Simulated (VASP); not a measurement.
Input of a VASP 6.6.1 run:

The input INCAR:

```
SYSTEM = Ta3N
  PREC = Accurate
  ENCUT = 520
  EDIFF = 1E-6
  ISMEAR = 0
  SIGMA = 0.1
  LREAL = .False.
  LASPH = .True.
  NELM = 80
  ALGO = Normal
  ISIF = 2
  LWAVE = .False.
  LCHARG = .False.
  GGA = PE
  NBANDS = 27
```

The input KPOINTS:

```
Automatic mesh
0
Gamma
  12 12 12
  0 0 0
```

Contents of POSCAR:

```
Ta3N
1.0
    3.9648078473      0.0000000000      0.0000000000
    0.0000000000      3.9648078473      0.0000000000
    0.0000000000      0.0000000000      3.9648078473
Ta N
3 1
Direct
    0.0000000000      0.5000000000      0.5000000000
    0.5000000000      0.0000000000      0.5000000000
    0.5000000000      0.5000000000      0.0000000000
    0.0000000000      0.0000000000      0.0000000000
```

Potentials or basis: VASP PAW PBE potentials, release 64 (Ta_pv, N).

Launch:

```sh
$ cat potpaw_PBE.64/Ta_pv/POTCAR potpaw_PBE.64/N/POTCAR > POTCAR
$ mpirun -np 1 vasp_std > vasp.out
```

**Question.** Estimate the pressure.

**Answer.** 0.2 GPa.

**Question.** What does it give for the band gap on the k mesh?

**Answer.** Zero (bands 19 and 20 overlap by 3.05 eV).

Caveat: spin-orbit coupling is left out, which moves the levels of the heavy elements.
